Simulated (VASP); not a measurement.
Runs of VASP 6.6.1 on Al. The structure is that of space group P6_3/mmc (No. 194), or close to it. The cells are those of the table. This isn't the form of Al at room conditions, which is fcc.

```tsv
cell	gap on the mesh (eV)	pressure (GPa)
a = 2.708, b = 2.708, c = 4.753 Å, angles 90.0, 90.0, 120.0°, 2 atoms	none	8.1
a = 2.921, b = 2.921, c = 4.405 Å, angles 90.0, 90.0, 120.0°, 2 atoms	none	(b)
a = 2.850, b = 2.850, c = 4.521 Å, angles 90.0, 90.0, 120.0°, 2 atoms	none	2.3
a = 2.921, b = 2.921, c = 4.637 Å, angles 90.0, 90.0, 120.0°, 2 atoms	none	(a)
a = 2.779, b = 2.779, c = 4.637 Å, angles 90.0, 90.0, 120.0°, 2 atoms	none	4.6
```

Alike in all rows: task single point; level PBEsol; potentials or basis VASP PAW PBE potentials, release 64 (Al); no spin polarisation; k mesh 24 × 24 × 14; cutoff (eV) 520; smearing gaussian 0.15 eV.

**Question.** Estimate the missing entries.

**Answer.** (a) -3.3; (b) 0.8.

Caveats: the PAW data sets were made with another functional, which shifts forces and pressure a little; the cell stands under pressure (at least some runs); the cell stands under tension (at least some runs).

A gap of «none» marks levels without a gap at the run's occupations.
